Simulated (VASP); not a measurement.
# In2O3: single point with PBE

The system is In2O3.

```
CELL_PARAMETERS angstrom
2.69874 1.55812 4.75725
-2.69874 1.55812 4.75725
0.00000 -3.11624 4.75725
ATOMIC_POSITIONS crystal
In 0.85783 0.85783 0.85783
In 0.35783 0.35783 0.35783
In 0.14217 0.14217 0.14217
In 0.64217 0.64217 0.64217
O 0.45426 0.04574 0.75000
O 0.04574 0.75000 0.45426
O 0.54574 0.95426 0.25000
O 0.25000 0.54574 0.95426
O 0.95426 0.25000 0.54574
O 0.75000 0.45426 0.04574
```

This cell differs from its parent crystal: strain -2.0%.

```yaml
Program: VASP 6.6.1
Task: single point
Functional: PBE
Potentials_or_basis: VASP PAW PBE potentials, release 64 (In_d, O)
Cutoff: 520 eV
k_mesh: 6 × 6 × 6
Occupations: fermi-dirac, width 0.02 eV
Spin: no spin polarisation
Dipole_correction: no
Further_INCAR_settings: ALGO = Normal; EDIFF = 1e-06; NBANDS = 55
```

* Pressure: 19.6 GPa
* Largest force: 0.111 eV/Å
* Band gap on the k mesh: 1.61 eV

Forces on the atoms (eV/Å):
```
In   0.000  0.000  0.111
In   0.000  0.000  0.111
In   0.000  0.000 -0.111
In   0.000  0.000 -0.111
O    0.013  0.000  0.000
O   -0.007 -0.011  0.000
O   -0.013  0.000  0.000
O    0.007 -0.011  0.000
O    0.007  0.011  0.000
O   -0.007  0.011  0.000
```

Stress tensor (GPa, compression positive):
```
20.75  0.00  0.00
 0.00 20.75  0.00
 0.00  0.00 17.33
```

Levels at points of the mesh, in eV from the valence-band top:
```csv
k point,band 42,band 43,band 44,band 45,band 46,band 47
"(0.00, 0.00, 0.00)",-0.30,0.00,0.00,1.61,5.75,6.74
"(0.50, 0.00, 0.00)",-0.75,-0.08,-0.08,5.33,5.33,6.28
"(0.50, 0.50, 0.00)",-0.34,-0.08,-0.05,5.62,5.88,6.87
"(0.50, 0.50, 0.50)",-0.20,-0.20,-0.20,4.74,4.74,7.71
```

It took 6.5 min on 1 thread of Intel Xeon 8259CL, with other jobs on the host, peak memory 0.34 GiB.

Caveat: the cell differs from its parent crystal (strain -2.0%); the cell stands under pressure; spin-orbit coupling is left out, which moves the levels of the heavy elements.
